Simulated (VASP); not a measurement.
# Ge (C2/m) in VASP: single point with PBE

Aim: the single point of Ge with PBE.

Everything below comes from runs of VASP 6.6.1. Logs are shortened: lines on timing, memory, paths and dates and some standing lists are left out, and cuts for length are marked.

### 1 The cell of the first run

The typed cell holds 2 atoms: a = 3.893 Å, b = 3.893 Å, c = 4.065 Å, α = 118.69°, β = 61.31°, γ = 120.00°.

### 2 Single point, PBE

INCAR

```
SYSTEM = Ge
  ALGO = Normal
  EDIFF = 1E-7
  ENCUT = 520
  GGA = PE
  ISIF = 2
  ISMEAR = 0
  LASPH = .TRUE.
  LCHARG = .TRUE.
  LELF = .TRUE.
  LREAL = .FALSE.
  LVHAR = .TRUE.
  LWAVE = .FALSE.
  NBANDS = 21
  NELM = 100
  PREC = Accurate
  SIGMA = 0.1
```

KPOINTS

```
k-points
0
G
  9 9 10
  0 0 0
```

POSCAR

```
Ge
1.0
    3.8926738729      0.0000005876      0.0028147873
   -1.9463364276      3.3711547564     -0.0028147873
    1.9488767340     -1.1251845070      3.3852965321
Ge
2
Direct
   -0.0029580364      0.0029580364      0.0085123327
    0.7529580364      0.2470419636      0.7414876673
```

Potentials or basis: VASP PAW PBE potentials, release 64 (Ge_d).

Command:

```
$ cat potpaw_PBE.64/Ge_d/POTCAR > POTCAR
$ mpirun -np 1 vasp_std > vasp.out
```

OUTCAR:

```text
SYSTEM = Ge
   EDIFF = 1E-7
   ENCUT = 520
   GGA = PE
   ISIF = 2
   ISMEAR = 0
   LASPH = .TRUE.
   LREAL = .FALSE.
   NELM = 100
   PREC = Accurate

 ion  position               nearest neighbor table
   1  0.997  0.003  0.009-   2 2.42   2 2.42   2 2.42   2 2.48
   2  0.753  0.247  0.741-   1 2.42   1 2.42   1 2.42   1 2.48

  LATTYP: Found a base centered monoclinic cell.
 ALAT       =     6.7423106878
 B/A-ratio  =     0.5773502692
 C/A-ratio  =     0.6029121010
 COS(beta)  =    -0.5542886468

  Lattice vectors:

 A1 = (  -1.9463364276,   3.3711547564,  -0.0028147873)
 A2 = (  -3.8926738729,  -0.0000005876,  -0.0028147873)
 A3 = (   1.9488767340,  -1.1251845070,   3.3852965321)

Analysis of symmetry for initial positions (statically):
=====================================================================
 Subroutine PRICEL returns:
 Original cell was already a primitive cell.

 Routine SETGRP: Setting up the symmetry group for a
 base centered monoclinic supercell.

 Subroutine GETGRP returns: Found  4 space group operations
 (whereof  2 operations were pure point group operations)
 out of a pool of  4 trial point group operations.

The static configuration has the point symmetry C_1h.
 The point group associated with its full space group is C_2h.

Analysis of symmetry for dynamics (positions and initial velocities):
=====================================================================
 Subroutine PRICEL returns:
 Original cell was already a primitive cell.

 Routine SETGRP: Setting up the symmetry group for a
 base centered monoclinic supercell.

 Subroutine GETGRP returns: Found  4 space group operations
 (whereof  2 operations were pure point group operations)
 out of a pool of  4 trial point group operations.

The dynamic configuration has the point symmetry C_1h.
 The point group associated with its full space group is C_2h.

 Subroutine INISYM returns: Found  4 space group operations
 (whereof  2 operations are pure point group operations),
 and found     1 'primitive' translations

----------------------------------------------------------------------------------------

                                     Primitive cell

  volume of cell :      44.3999

  direct lattice vectors                    reciprocal lattice vectors
     3.892673873  0.000000588  0.002814787     0.256964138  0.148275895 -0.098648283
    -1.946336428  3.371154756 -0.002814787    -0.000071377  0.296675419  0.098648283
     1.948876734 -1.125184507  3.385296532    -0.000213718  0.000123390  0.295559145

  length of vectors
     3.892674891  3.892674891  4.065020702     0.312646435  0.312646435  0.295559248

  position of ions in fractional coordinates (direct lattice)
     0.997041964  0.002958036  0.008512333
     0.752958036  0.247041964  0.741487667

  ion indices of the primitive-cell ions
   primitive index   ion index
                 1           1
                 2           2

----------------------------------------------------------------------------------------

 KPOINTS: k-points

Automatic generation of k-mesh.
 Grid dimensions read from file:
 generate k-points for:    9    9   10

 Generating k-lattice:

  Cartesian coordinates                     Fractional coordinates (reciprocal lattice)
     0.028551571  0.016475099 -0.010960920     0.111111111 -0.000000000  0.000000000
    -0.000007931  0.032963935  0.010960920     0.000000000  0.111111111  0.000000000
    -0.000021372  0.000012339  0.029555914    -0.000000000  0.000000000  0.100000000

  Length of vectors
     0.034738493  0.034738493  0.029555925

  Shift w.r.t. Gamma in fractional coordinates (k-lattice)
     0.000000000  0.000000000  0.000000000

 Subroutine IBZKPT returns following result:
 ===========================================

 Found    230 irreducible k-points:

 Following reciprocal coordinates:
            Coordinates               Weight
  0.000000  0.000000  0.000000      1.000000
  0.111111 -0.000000 -0.000000      4.000000
  0.222222  0.000000 -0.000000      4.000000
  0.333333  0.000000 -0.000000      4.000000
  0.444444  0.000000 -0.000000      4.000000
  0.111111  0.111111 -0.000000      2.000000
[... 16 lines left out ...]
 -0.333333  0.333333  0.000000      2.000000
  0.444444  0.444444 -0.000000      2.000000
 [... further k-points ...]
   k-points           NKPTS =    230   k-points in BZ     NKDIM =    230   number of bands    NBANDS=     21
   number of dos      NEDOS =    301   number of ions     NIONS =      2
   total plane-waves  NPLWV =  27000
   dimension x,y,z NGX =    30 NGY =   30 NGZ =   30
   dimension x,y,z NGXF=    60 NGYF=   60 NGZF=   60
   ions per type =               2
   NGX,Y,Z   is equivalent  to a cutoff of  12.81, 12.81, 12.27 a.u.
   NGXF,Y,Z  is equivalent  to a cutoff of  25.62, 25.62, 24.54 a.u.
 SYSTEM =  Ge
   PREC   = accura    normal or accurate (medium, high low for compatibility)
   ISTART =      0    job   : 0-new  1-cont  2-samecut
   ICHARG =      2    charge: 1-file 2-atom 10-const
   ISPIN  =      1    spin polarized calculation?
   LNONCOLLINEAR =      F non collinear calculations
   LSORBIT =      F    spin-orbit coupling
   LASPH  =      T    aspherical Exc in radial PAW
   ENCUT  =  520.0 eV  38.22 Ry    6.18 a.u.   7.24  7.24  7.56*2*pi/ulx,y,z
   NELM   =    100;   NELMIN=  2; NELMDL= -5     # of ELM steps
   EDIFF  = 0.1E-06   stopping-criterion for ELM
   LREAL  =      F    real-space projection
   EDIFFG = 0.1E-05   stopping-criterion for IOM
   NSW    =      0    number of steps for IOM
   IBRION =     -1    ionic relax: 0-MD 1-quasi-New 2-CG
   NFREE  =      0    steps in history (QN), initial steepest desc. (CG)
   ISIF   =      2    stress and relaxation
   ISYM   =      2    0-nonsym 1-usesym 2-fastsym
   POTIM  = 0.5000    time-step for ionic-motion
   TEBEG  =    0.0;   TEEND  =   0.0 temperature during run
   PSTRESS=    0.0 pullay stress
   NELECT =      28.0000    total number of electrons
   NUPDOWN=      -1.0000    fix difference up-down
   EMIN   =  10.00;   EMAX   =-10.00  energy-range for DOS
   EFERMI =   0.00;   METHOD = LEGACY
   ISMEAR =     0;   SIGMA  =   0.10  broadening in eV -4-tet -1-fermi 0-gaus
   EFERMI_NEDOS =   21; number of points for ismear=-14 and -15
   IALGO  =     38    algorithm
   IMIX   =      4    mixing-type and parameters
     AMIX     =   0.40;   BMIX     =  1.00
     AMIX_MAG =   1.60;   BMIX_MAG =  1.00
  volume/ion in A,a.u.               =      22.20       149.81
  Fermi-wavevector in a.u.,A,eV,Ry     =   1.403891  2.652969 26.815858  1.970910
  Thomas-Fermi vector in A             =   2.526507
   LORBIT       =      0    0 simple, 1 ext, 2 COOP (PROOUT), +10 PAW based schemes
   GGA     = PE    functional components
   LHFCALC =     F    Hartree Fock is set to
   AEXX    =    0.0000 exact exchange contribution
   IVDW    =     0    specifies the selected vdW correction
   LEPSILON=     F    determine dielectric tensor
   LRPA    =     F    only Hartree local field effects (RPA)
 non-spin polarized calculation
 Gauss-broadening in eV      SIGMA  =   0.10
  energy-cutoff  :      520.00
  volume of cell :       44.40
 maximum number of plane-waves:      1219
 NGX is ok and might be reduce to    30
   NGX = 15   NGY = 15   NGZ = 15

 number of electron      27.9999992 magnetization

 Free energy of the ion-electron system (eV)
  ---------------------------------------------------
  ext. energy  EPLUGINS =         0.00000000
  ---------------------------------------------------
  free energy    TOTEN  =        -8.93564787 eV

  energy without entropy =       -8.93497098  energy(sigma->0) =       -8.93530942

 E-fermi :   5.2368     XC(G=0): -10.0230

 val. band max:        5.2057892733   @ k =   0.4444   0.0000  -0.0000
 cond. band min:       5.4054818135   @ k =   0.0000   0.0000   0.0000
 fundamental gap:      0.1996925402
 Fermi energy:         5.2368220145

 k-point     1 :       0.0000    0.0000    0.0000
  band No.  band energies     occupation
      1     -19.6721      2.00000
      2     -19.6719      2.00000
      3     -19.6242      2.00000
      4     -19.6180      2.00000
      5     -19.6179      2.00000
      6     -19.4358      2.00000
[... 13 lines left out ...]
     20      14.7362      0.00000
     21      14.7593      0.00000

 k-point     2 :       0.1111   -0.0000   -0.0000
  band No.  band energies     occupation
      1     -19.6761      2.00000
      2     -19.6695      2.00000
      3     -19.6376      2.00000
      4     -19.6088      2.00000
      5     -19.6023      2.00000
      6     -19.4369      2.00000
[... 13 lines left out ...]
     20      13.7570      0.00000
     21      14.0163      0.00000

 k-point     3 :       0.2222    0.0000   -0.0000
  band No.  band energies     occupation
      1     -19.6820      2.00000
      2     -19.6651      2.00000
      3     -19.6455      2.00000
      4     -19.5899      2.00000
      5     -19.5881      2.00000
      6     -19.4371      2.00000
[... 13 lines left out ...]
     20      13.3779      0.00000
     21      13.7636      0.00000

 k-point     4 :       0.3333    0.0000   -0.0000
  band No.  band energies     occupation
      1     -19.6849      2.00000
      2     -19.6644      2.00000
      3     -19.6420      2.00000
      4     -19.5821      2.00000
      5     -19.5719      2.00000
      6     -19.4361      2.00000
[... 13 lines left out ...]
     20      14.1277      0.00000
     21      14.7204      0.00000

 k-point     5 :       0.4444    0.0000   -0.0000
  band No.  band energies     occupation
      1     -19.6853      2.00000
      2     -19.6646      2.00000
      3     -19.6364      2.00000
      4     -19.5817      2.00000
      5     -19.5613      2.00000
      6     -19.4457      2.00000
[... 13 lines left out ...]
     20      16.0728      0.00000
     21      16.5728      0.00000

 k-point     6 :       0.1111    0.1111   -0.0000
  band No.  band energies     occupation
      1     -19.6801      2.00000
      2     -19.6620      2.00000
      3     -19.6487      2.00000
      4     -19.6005      2.00000
      5     -19.5851      2.00000
      6     -19.4438      2.00000
[... 13 lines left out ...]
     20      13.6855      0.00000
     21      13.9560      0.00000

 k-point     7 :       0.2222    0.1111   -0.0000
  band No.  band energies     occupation
      1     -19.6863      2.00000
      2     -19.6613      2.00000
      3     -19.6457      2.00000
      4     -19.5857      2.00000
      5     -19.5687      2.00000
      6     -19.4512      2.00000
[... 13 lines left out ...]
     20      14.1411      0.00000
     21      15.4668      0.00000
[... 291 lines left out ...]
      1     -19.7104      2.00000
      2     -19.6823      2.00000
      3     -19.5980      2.00000
      4     -19.5195      2.00000
      5     -19.5140      2.00000
      6     -19.5067      2.00000
[... 13 lines left out ...]
     20      14.0868      0.00000
     21      18.9360      0.00000

 k-point    21 :       0.4444    0.3333   -0.0000
  band No.  band energies     occupation
      1     -19.7102      2.00000
      2     -19.6812      2.00000
      3     -19.6033      2.00000
      4     -19.5447      2.00000
      5     -19.5213      2.00000
      6     -19.4854      2.00000
[... 13 lines left out ...]
     20      15.9527      0.00000
     21      17.9750      0.00000

 k-point    22 :      -0.4444    0.3333    0.0000
  band No.  band energies     occupation
      1     -19.7021      2.00000
      2     -19.6779      2.00000
      3     -19.6289      2.00000
      4     -19.5478      2.00000
      5     -19.5381      2.00000
      6     -19.4905      2.00000
[... 13 lines left out ...]
     20      16.6525      0.00000
     21      17.8528      0.00000

 k-point    23 :      -0.3333    0.3333    0.0000
  band No.  band energies     occupation
      1     -19.6938      2.00000
      2     -19.6738      2.00000
      3     -19.6498      2.00000
      4     -19.5566      2.00000
      5     -19.5303      2.00000
      6     -19.5083      2.00000
[... 13 lines left out ...]
     20      16.6775      0.00000
     21      17.1504      0.00000

 k-point    24 :       0.4444    0.4444   -0.0000
  band No.  band energies     occupation
      1     -19.7053      2.00000
      2     -19.6816      2.00000
      3     -19.5973      2.00000
      4     -19.5893      2.00000
      5     -19.4987      2.00000
      6     -19.4964      2.00000
[... 13 lines left out ...]
     20      16.9979      0.00000
     21      17.6033      0.00000

 [... further k-points ...]

------------------------ aborting loop because EDIFF is reached ----------------------------------------

  FORCE on cell =-STRESS in cart. coord.  units (eV):
  Direction    XX          YY          ZZ          XY          YZ          ZX
  --------------------------------------------------------------------------------------
  -------------------------------------------------------------------------------------
  Total        2.2063040      2.1914362      0.0153091     -0.0128759     -0.0004342      0.0007521
  in kB       79.6147592     79.0782537      0.5524291     -0.4646274     -0.0156687      0.0271382
  external PRESSURE =      53.0818140 kB  Pullay stress =       0.0000000 kB

 VOLUME and BASIS-vectors are now :
 -----------------------------------------------------------------------------
  energy-cutoff  :      520.00
  volume of cell :       44.40
      direct lattice vectors                 reciprocal lattice vectors
     3.892673873  0.000000588  0.002814787     0.256964138  0.148275895 -0.098648283
    -1.946336428  3.371154756 -0.002814787    -0.000071377  0.296675419  0.098648283
     1.948876734 -1.125184507  3.385296532    -0.000213718  0.000123390  0.295559145

 POSITION                                       TOTAL-FORCE (eV/Angst)
 -----------------------------------------------------------------------------------
      3.89199      0.00039      0.03161         0.000486     -0.000280     -0.006856
      3.89526     -0.00149      2.51158        -0.000486      0.000280      0.006856
 -----------------------------------------------------------------------------------
    total drift:                               -0.000000     -0.000000     -0.000000

  FREE ENERGIE OF THE ION-ELECTRON SYSTEM (eV)
  ---------------------------------------------------
  free  energy   TOTEN  =        -8.9356478733 eV

  energy  without entropy=       -8.9349709763  energy(sigma->0) =       -8.93530942
```

Wall time 3.8 min (1 thread of Intel Xeon Platinum 8259CL at 2.50GHz (Skylake/Cascade Lake), shared host); peak memory 0.29 GiB.

What came out:

```yaml
Free_energy: -8.9356 eV
Pressure: 5.3 GPa
Largest_force: 0.007 eV/Å
Band_gap_on_the_k_mesh: zero (bands 14 and 15 overlap by 0.20 eV)
```

Forces on the atoms (eV/Å):
```
Ge   0.000  0.000 -0.007
Ge   0.000  0.000  0.007
```

Levels at points of the mesh, in eV from the Fermi level:
| k point | band 12 | band 13 | band 14 | band 15 | band 16 | band 17 |
| --- | --- | --- | --- | --- | --- | --- |
| (0.00, 0.00, 0.00) | -0.48 | -0.08 | 0.17 | 0.17 | 2.39 | 2.72 |
| (0.00, 0.00, 0.50) | -7.84 | -1.13 | -1.12 | 0.88 | 3.99 | 4.00 |

Caveat: the cell stands under pressure; semilocal functionals underestimate gaps, so a narrow gap can read as zero.
